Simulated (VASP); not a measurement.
# CdSe (F-43m) in VASP: a series of runs, part 2 of 2

VASP 6.6.1. The steps go on from the part before.

## 4. Relaxation of cell and atoms, LDA, target pressure 10 GPa, at which the enthalpy is minimised

File INCAR:

```
SYSTEM = CdSe
ALGO = Normal ; EDIFF = 1E-6
EDIFFG = -0.002 ; ENCUT = 600
IBRION = 2 ; ISIF = 3
ISMEAR = 0 ; LASPH = .True.
LCHARG = .False. ; LREAL = .False.
LWAVE = .False. ; NELM = 80
NSW = 100 ; PREC = Accurate
PSTRESS = 100.0 ; SIGMA = 0.01
```

File KPOINTS:

```
k-points
0
Gamma
  6 6 6
  0 0 0
```

File POSCAR:

```
CdSe
1.0
    0.0000000000      3.0039652174      3.0039652174
    3.0039652174      0.0000000000      3.0039652174
    3.0039652174      3.0039652174      0.0000000000
Cd Se
1 1
Direct
    0.0000000000      0.0000000000      0.0000000000
    0.7500000000      0.7500000000      0.7500000000
```

Potentials or basis: VASP PAW LDA potentials, release 64 (Cd, Se).

The run is started by

```console
$ cat potpaw_LDA.64/Cd/POTCAR potpaw_LDA.64/Se/POTCAR > POTCAR
$ mpirun -np 1 vasp_std > vasp.out
```

OUTCAR:

```text
SYSTEM = CdSe
   EDIFF = 1E-6
   EDIFFG = -0.002
   ENCUT = 600
   IBRION = 2
   ISIF = 3
   ISMEAR = 0
   LASPH = .True.
   LREAL = .False.
   NELM = 80
   NSW = 100
   PREC = Accurate
   PSTRESS = 100.0

 ion  position               nearest neighbor table
   1  0.000  0.000  0.000-   2 2.60   2 2.60   2 2.60   2 2.60
   2  0.750  0.750  0.750-   1 2.60   1 2.60   1 2.60   1 2.60

  LATTYP: Found a face centered cubic cell.
 ALAT       =     6.0079304348

  Lattice vectors:

 A1 = (   0.0000000000,   3.0039652174,   3.0039652174)
 A2 = (   3.0039652174,   0.0000000000,   3.0039652174)
 A3 = (   3.0039652174,   3.0039652174,   0.0000000000)

Analysis of symmetry for initial positions (statically):
=====================================================================
 Subroutine PRICEL returns:
 Original cell was already a primitive cell.

 Routine SETGRP: Setting up the symmetry group for a
 face centered cubic supercell.

 Subroutine GETGRP returns: Found 24 space group operations
 (whereof 24 operations were pure point group operations)
 out of a pool of 48 trial point group operations.

The static configuration has the point symmetry T_d .

Analysis of symmetry for dynamics (positions and initial velocities):
=====================================================================
 Subroutine PRICEL returns:
 Original cell was already a primitive cell.

 Routine SETGRP: Setting up the symmetry group for a
 face centered cubic supercell.

 Subroutine GETGRP returns: Found 24 space group operations
 (whereof 24 operations were pure point group operations)
 out of a pool of 48 trial point group operations.

[... 252 lines left out ...]

[... ionic steps 4 to 7 ...]

--------------------------------------- Ionic step        8  -------------------------------------------

 number of electron      18.0000002 magnetization

 E-fermi :   2.3511     XC(G=0):  -9.9997

 val. band max:        2.2457181812   @ k =   0.0000   0.0000   0.0000
 cond. band min:       2.9209326636   @ k =   0.0000   0.0000   0.0000
 fundamental gap:      0.6752144824
 Fermi energy:         2.3511092802

 k-point     1 :       0.0000    0.0000    0.0000
  band No.  band energies     occupation
      1     -11.4268      2.00000
      2      -6.4113      2.00000
      3      -6.4113      2.00000
      4      -6.4113      2.00000
      5      -5.8352      2.00000
      6      -5.8352      2.00000
      7       2.2457      2.00000
      8       2.2457      2.00000
      9       2.2457      2.00000
     10       2.9209      0.00000
     11       7.9906      0.00000
     12       7.9906      0.00000
     13       7.9906      0.00000
[... 313 lines left out ...]
--------------------------------------- Ionic step       10  -------------------------------------------

 number of electron      18.0000002 magnetization

 Free energy of the ion-electron system (eV)
  ---------------------------------------------------
  ext. energy  EPLUGINS =         0.00000000
  ---------------------------------------------------
  free energy    TOTEN  =        -6.57596166 eV

  energy without entropy =       -6.57596166  energy(sigma->0) =       -6.57596166

 E-fermi :   2.3533     XC(G=0): -10.0007

 val. band max:        2.2479058604   @ k =   0.0000   0.0000   0.0000
 cond. band min:       2.9234845608   @ k =   0.0000   0.0000   0.0000
 fundamental gap:      0.6755787004
 Fermi energy:         2.3532507233

 k-point     1 :       0.0000    0.0000    0.0000
  band No.  band energies     occupation
      1     -11.4263      2.00000
      2      -6.4098      2.00000
      3      -6.4098      2.00000
      4      -6.4098      2.00000
      5      -5.8334      2.00000
      6      -5.8334      2.00000
      7       2.2479      2.00000
      8       2.2479      2.00000
      9       2.2479      2.00000
     10       2.9235      0.00000
     11       7.9926      0.00000
     12       7.9926      0.00000
     13       7.9926      0.00000
[... 271 lines left out ...]
  energy  without entropy=       -6.5759616621  energy(sigma->0) =       -6.57596166

  enthalpy is  TOTEN    =        -3.5743925207 eV   P V=        3.0015691414

 reached required accuracy - stopping structural energy minimisation
```

CONTCAR:

```text
CdSe
   1.00000000000000
    -0.0000000000000000    2.8863100364014174    2.8863100364014174
     2.8863100364014174    0.0000000000000000    2.8863100364014174
     2.8863100364014174    2.8863100364014174    0.0000000000000000
  Cd              Se
     1     1
Direct
     0.0000000000000000    0.0000000000000000    0.0000000000000000
     0.7500000000000000    0.7500000000000000    0.7500000000000000

  0.00000000E+00  0.00000000E+00  0.00000000E+00
  0.00000000E+00  0.00000000E+00  0.00000000E+00
```

Run time: 32 s. Hardware: 1 thread of Intel Xeon 6975P-C (Granite Rapids), shared host; peak memory 0.18 GiB.

Results:

| Quantity | Value |
| --- | --- |
| Free energy | -6.5760 eV |
| Relaxed volume | 24.05 Å³/atom |
| Relaxed cell | a = 4.082 Å, b = 4.082 Å, c = 4.082 Å, α = 60.00°, β = 60.00°, γ = 60.00° |
| Space group after relaxing (to 0.05 Å) | F-43m (No. 216) |
| Energy change on relaxing (the enthalpy is what falls) | +90.0 meV/atom |
| Ionic steps | 10 |
| Pressure after relaxing | 10.0 GPa |
| Band gap on the k mesh | 0.68 eV, direct |

The path:
```
step  energy change (eV)  largest force (eV/Å)  pressure (GPa)  volume (Å³)
   1              0.0000                0.0000            0.47        54.21
   2              0.7817                0.0000           26.26        42.52
   3              0.1719                0.0000            9.72        48.22
   4              0.1790                0.0000            9.98        48.11
   5              0.1864                0.0000           10.23        47.99
   6              0.1726                0.0000            9.75        48.21
   7              0.1804                0.0000           10.04        48.08
   8              0.1794                0.0000            9.99        48.10
   9              0.1797                0.0000            9.98        48.10
  10              0.1801                0.0000            9.99        48.09
```

Final structure:
```xyz
2
Lattice="0.0000 2.8863 2.8863 2.8863 0.0000 2.8863 2.8863 2.8863 0.0000" Properties=species:S:1:pos:R:3 pbc="T T T"
Cd    0.0000    0.0000    0.0000
Se    4.3295    4.3295    4.3295
```

Caveat: the cell is relaxed towards a set pressure, so the enthalpy falls and the energy may rise. Expect the measured gap to be larger: semilocal functionals such as LDA lack the derivative discontinuity.

## 5. The runs side by side

```csv
cell,gap on the mesh (eV),pressure (GPa)
relaxed to 4 GPa,0.54,4.0
relaxed to 7 GPa,0.61,7.0
relaxed to 10 GPa,0.68,10.0
```

Alike in all rows: task relaxation of cell and atoms; level LDA; potentials or basis VASP PAW LDA potentials, release 64 (Cd, Se); no spin polarisation; k mesh 6 × 6 × 6; cutoff (eV) 600; smearing gaussian 0.01 eV.

Caveats: the cell is relaxed towards a set pressure, so the enthalpy falls and the energy may rise.

Absolute energies hang on the potentials; compare differences alone.
